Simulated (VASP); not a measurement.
# TePb (Fm-3m) in VASP: a series of runs

The runs below take TePb through vibrations by perturbation theory, with LDA.

All numbers are computed with VASP 6.6.1; they aren't measurements. Logs are shortened: lines on timing, memory, paths and dates and some standing lists are left out, and cuts for length are marked.

**1. The cell of the first run**

Symmetry: Fm-3m, No. 225, cubic system. The conventional cell has a = 6.302 Å, b = 6.302 Å, c = 6.302 Å, α = 90.00°, β = 90.00°, γ = 90.00°. Within 4.1 Å of Te (site symmetry m-3m) lie 6 Pb at 3.15 Å. Pb (site symmetry m-3m) has 6 Te at 3.15 Å within 4.1 Å.

**2. Vibrations by perturbation theory, LDA**

INCAR reads:

```
SYSTEM = TePb
PREC     = Accurate       ! precision mode
ENCUT    = 500            ! plane-wave cutoff, eV
EDIFF    = 1E-8           ! SCF threshold, eV
ISMEAR   = 0              ! smearing method
SIGMA    = 0.01           ! smearing width, eV
LREAL    = .False.        ! projectors in reciprocal space
LASPH    = .True.         ! aspherical terms in the spheres
NELM     = 120            ! most SCF steps
ALGO     = Normal         ! electronic algorithm
ISIF     = 2              ! what is computed and relaxed
LWAVE    = .False.        ! write WAVECAR
LCHARG   = .True.         ! write CHGCAR
GGA      = CA             ! functional
NBANDS   = 17             ! bands
IBRION   = 8              ! ionic algorithm
NSW      = 1              ! ionic steps
GGA_COMPAT= .False.
```

KPOINTS reads:

```
regular mesh
0
Gamma
  6 6 6
  0 0 0
```

POSCAR reads:

```
TePb
1.0
    3.1510822584      3.1510822584      0.0000000000
   -3.1510822584      3.1510822584      0.0000000000
    0.0000000000      3.1510822584      3.1510822584
Te Pb
1 1
Direct
    0.5000000000      0.5000000000      0.0000000000
    0.0000000000      0.0000000000      0.0000000000
```

Potentials or basis: VASP PAW LDA potentials, release 64 (Te, Pb_d).

On the command line:

```
$ cat potpaw_LDA.64/Te/POTCAR potpaw_LDA.64/Pb_d/POTCAR > POTCAR
$ mpirun -np 1 vasp_std > vasp.out
```

OUTCAR:

```text
SYSTEM = TePb
   PREC = Accurate
   ENCUT = 500
   EDIFF = 1E-8
   ISMEAR = 0
   LREAL = .False.
   LASPH = .True.
   NELM = 120
   ISIF = 2
   GGA = CA
   IBRION = 8
   NSW = 1

 ion  position               nearest neighbor table
   1  0.500  0.500  0.000-   2 3.15   2 3.15   2 3.15   2 3.15   2 3.15   2 3.15
   2  0.000  0.000  0.000-   1 3.15   1 3.15   1 3.15   1 3.15   1 3.15   1 3.15

  LATTYP: Found a face centered cubic cell.
 ALAT       =     6.3021645168

  Lattice vectors:

 A1 = (   0.0000000000,   3.1510822584,   3.1510822584)
 A2 = (   3.1510822584,   0.0000000000,   3.1510822584)
 A3 = (   3.1510822584,   3.1510822584,   0.0000000000)

Analysis of symmetry for initial positions (statically):
=====================================================================
 Subroutine PRICEL returns:
 Original cell was already a primitive cell.

 Routine SETGRP: Setting up the symmetry group for a
 face centered cubic supercell.

 Subroutine GETGRP returns: Found 48 space group operations
 (whereof 48 operations were pure point group operations)
 out of a pool of 48 trial point group operations.

The static configuration has the point symmetry O_h .

Analysis of symmetry for dynamics (positions and initial velocities):
=====================================================================
 Subroutine PRICEL returns:
 Original cell was already a primitive cell.

 Routine SETGRP: Setting up the symmetry group for a
 face centered cubic supercell.

 Subroutine GETGRP returns: Found 48 space group operations
 (whereof 48 operations were pure point group operations)
 out of a pool of 48 trial point group operations.

The dynamic configuration has the point symmetry O_h .

 Subroutine INISYM returns: Found 48 space group operations
 (whereof 48 operations are pure point group operations),
 and found     1 'primitive' translations

----------------------------------------------------------------------------------------

                                     Primitive cell

  volume of cell :      62.5762

  direct lattice vectors                    reciprocal lattice vectors
     3.151082258  3.151082258  0.000000000     0.158675642  0.158675642 -0.158675642
    -3.151082258  3.151082258  0.000000000    -0.158675642  0.158675642 -0.158675642
     0.000000000  3.151082258  3.151082258     0.000000000  0.000000000  0.317351284

  length of vectors
     4.456303266  4.456303266  4.456303266     0.274834274  0.274834274  0.317351284

  position of ions in fractional coordinates (direct lattice)
     0.500000000  0.500000000  0.000000000
     0.000000000  0.000000000  0.000000000

  ion indices of the primitive-cell ions
   primitive index   ion index
                 1           1
                 2           2

----------------------------------------------------------------------------------------

 KPOINTS: regular mesh

Automatic generation of k-mesh.
 Grid dimensions read from file:
 generate k-points for:    6    6    6

 Generating k-lattice:

  Cartesian coordinates                     Fractional coordinates (reciprocal lattice)
[... 64 lines left out ...]
   EMIN   =  10.00;   EMAX   =-10.00  energy-range for DOS
   EFERMI =   0.00;   METHOD = LEGACY
   ISMEAR =     0;   SIGMA  =   0.01  broadening in eV -4-tet -1-fermi 0-gaus
   EFERMI_NEDOS =   21; number of points for ismear=-14 and -15
   IALGO  =     38    algorithm
   IMIX   =      4    mixing-type and parameters
     AMIX     =   0.40;   BMIX     =  1.00
     AMIX_MAG =   1.60;   BMIX_MAG =  1.00
  volume/ion in A,a.u.               =      31.29       211.14
  Fermi-wavevector in a.u.,A,eV,Ry     =   1.119305  2.115180 17.045972  1.252844
  Thomas-Fermi vector in A             =   2.255943
   LORBIT       =      0    0 simple, 1 ext, 2 COOP (PROOUT), +10 PAW based schemes
   GGA     = CA    functional components
   LHFCALC =     F    Hartree Fock is set to
   AEXX    =    0.0000 exact exchange contribution
   IVDW    =     0    specifies the selected vdW correction
   LEPSILON=     F    determine dielectric tensor
   LRPA    =     F    only Hartree local field effects (RPA)
 non-spin polarized calculation
 Gauss-broadening in eV      SIGMA  =   0.01
  energy-cutoff  :      500.00
  volume of cell :       62.58
 maximum number of plane-waves:      1639
   NGX = 17   NGY = 17   NGZ = 17

--------------------------------------- Ionic step        1  -------------------------------------------

 number of electron      20.0000006 magnetization

 Free energy of the ion-electron system (eV)
  ---------------------------------------------------
  ext. energy  EPLUGINS =         0.00000000
  ---------------------------------------------------
  free energy    TOTEN  =        -8.75929587 eV

  energy without entropy =       -8.75929587  energy(sigma->0) =       -8.75929587

 E-fermi :   6.5081     XC(G=0):  -9.9078

 val. band max:        6.4575095049   @ k =   0.5000   0.0000   0.0000
 cond. band min:       6.9223625926   @ k =   0.5000   0.0000   0.0000
 fundamental gap:      0.4648530876
 Fermi energy:         6.5081181286

 k-point     1 :       0.0000    0.0000    0.0000
  band No.  band energies     occupation
      1     -10.3886      2.00000
      2     -10.3886      2.00000
      3     -10.3682      2.00000
      4     -10.3682      2.00000
      5     -10.3682      2.00000
      6      -6.2760      2.00000
[... 299 lines left out ...]
      6      -4.1646      2.00000
[... 9 lines left out ...]
     16      17.4028      0.00000
     17      17.9703      0.00000

------------------------ aborting loop because EDIFF is reached ----------------------------------------

  FORCE on cell =-STRESS in cart. coord.  units (eV):
  Direction    XX          YY          ZZ          XY          YZ          ZX
  --------------------------------------------------------------------------------------
  -------------------------------------------------------------------------------------
  Total        0.8229294      0.8229294      0.8229294     -0.0000000      0.0000000     -0.0000000
  in kB       21.0699716     21.0699716     21.0699716     -0.0000000      0.0000000     -0.0000000
  external PRESSURE =      21.0699716 kB  Pullay stress =       0.0000000 kB

 VOLUME and BASIS-vectors are now :
 -----------------------------------------------------------------------------
  energy-cutoff  :      500.00
  volume of cell :       62.58
      direct lattice vectors                 reciprocal lattice vectors
     3.151082258  3.151082258  0.000000000     0.158675642  0.158675642 -0.158675642
    -3.151082258  3.151082258  0.000000000    -0.158675642  0.158675642 -0.158675642
     0.000000000  3.151082258  3.151082258     0.000000000  0.000000000  0.317351284

 POSITION                                       TOTAL-FORCE (eV/Angst)
 -----------------------------------------------------------------------------------
      0.00000      3.15108      0.00000        -0.000000     -0.000000      0.000000
      0.00000      0.00000      0.00000         0.000000      0.000000      0.000000
 -----------------------------------------------------------------------------------
    total drift:                                0.000000     -0.000000     -0.000000

  FREE ENERGIE OF THE ION-ELECTRON SYSTEM (eV)
  ---------------------------------------------------
  free  energy   TOTEN  =        -8.7592958708 eV

  energy  without entropy=       -8.7592958708  energy(sigma->0) =       -8.75929587

[... ionic steps 2 to 3 ...]

--------------------------------------- Ionic step        4  -------------------------------------------

------------------------ aborting loop because EDIFF is reached ----------------------------------------

[... ionic steps 5 to 6 ...]

--------------------------------------- Ionic step        7  -------------------------------------------

 Free energy of the ion-electron system (eV)
  ---------------------------------------------------
  ---------------------------------------------------
  free energy    TOTEN  =        -0.33667853 eV

  energy without entropy =       -0.33667853

------------------------ aborting loop because EDIFF is reached ----------------------------------------

 INTERNAL STRAIN TENSOR  FOR ION    2  DIRECTION 1   (eV/Angst):
 -----------------------------------------------------------------------------
    -0.02035  0.00000  0.00000
     0.00000  0.00287 -0.00000
     0.00000 -0.00000  0.00287

 INTERNAL STRAIN TENSOR FOR ION    2 for displacements in x,y,z  (eV/Angst):
          X           Y           Z          XY          YZ          ZX
  --------------------------------------------------------------------------------
  x     0.00000     0.00000     0.00000     0.00000     0.00000     0.00000
  y     0.00000     0.00000     0.00000     0.00000     0.00000     0.00000
  z     0.00000     0.00000     0.00000     0.00000     0.00000     0.00000

 SECOND DERIVATIVES (NOT SYMMETRIZED)
 ------------------------------------
               1X          1Y          1Z          2X          2Y          2Z
  1X    -0.723365   -0.000000    0.000000    0.723365    0.000000   -0.000000
  1Y     0.000000   -0.723365   -0.000000   -0.000000    0.723365    0.000000
  1Z     0.000000    0.000000   -0.723365   -0.000000   -0.000000    0.723365
  2X     0.734591    0.000000    0.000000   -0.734591    0.000000    0.000000
  2Y     0.000000    0.734591    0.000000    0.000000   -0.734591    0.000000
  2Z     0.000000    0.000000    0.734591    0.000000    0.000000   -0.734591

 Eigenvectors and eigenvalues of the dynamical matrix
 ----------------------------------------------------

   1 f  =    1.500672 THz     9.428998 2PiTHz   50.057019 cm-1     6.206277 meV
             X         Y         Z           dx          dy          dz
      0.000000  3.151082  0.000000    -0.784369   -0.000114   -0.000000
      0.000000  0.000000  0.000000     0.620294    0.000090    0.000000
[... 21 lines left out ...]
   6 f/i=    0.005622 THz     0.035324 2PiTHz    0.187527 cm-1     0.023250 meV
             X         Y         Z           dx          dy          dz
      0.000000  3.151082  0.000000     0.617390    0.059961    0.000000
      0.000000  0.000000  0.000000     0.780696    0.075822    0.000000

--------------------------------------------------------------------------------------------------------

 ELASTIC MODULI CONTR FROM IONIC RELAXATION (kBar)
 Direction    XX          YY          ZZ          XY          YZ          ZX
 --------------------------------------------------------------------------------
 XX           0.0000      0.0000      0.0000      0.0000      0.0000      0.0000
 YY           0.0000      0.0000      0.0000      0.0000      0.0000      0.0000
 ZZ           0.0000      0.0000      0.0000      0.0000      0.0000      0.0000
 XY           0.0000      0.0000      0.0000      0.0000      0.0000      0.0000
 YZ           0.0000      0.0000      0.0000      0.0000      0.0000      0.0000
 ZX           0.0000      0.0000      0.0000      0.0000      0.0000      0.0000
 --------------------------------------------------------------------------------
```

Run time: 49 s. Hardware: 1 thread of Intel Xeon 6975P-C (Granite Rapids), shared host; peak memory 0.23 GiB.

Results:

- Highest phonon frequency at Γ, LO-TO splitting left out: 50 cm⁻¹

Phonon frequencies in cm⁻¹ (negative: imaginary):
```csv
q point,frequencies
"(0.000, 0.000, 0.000)",0 0 0 50 50 50
```

Caveat: the cell wasn't relaxed at this level first, which shifts response properties; spin-orbit coupling is left out, which moves the levels of the heavy elements.

(Continued in part 2 of 2.)
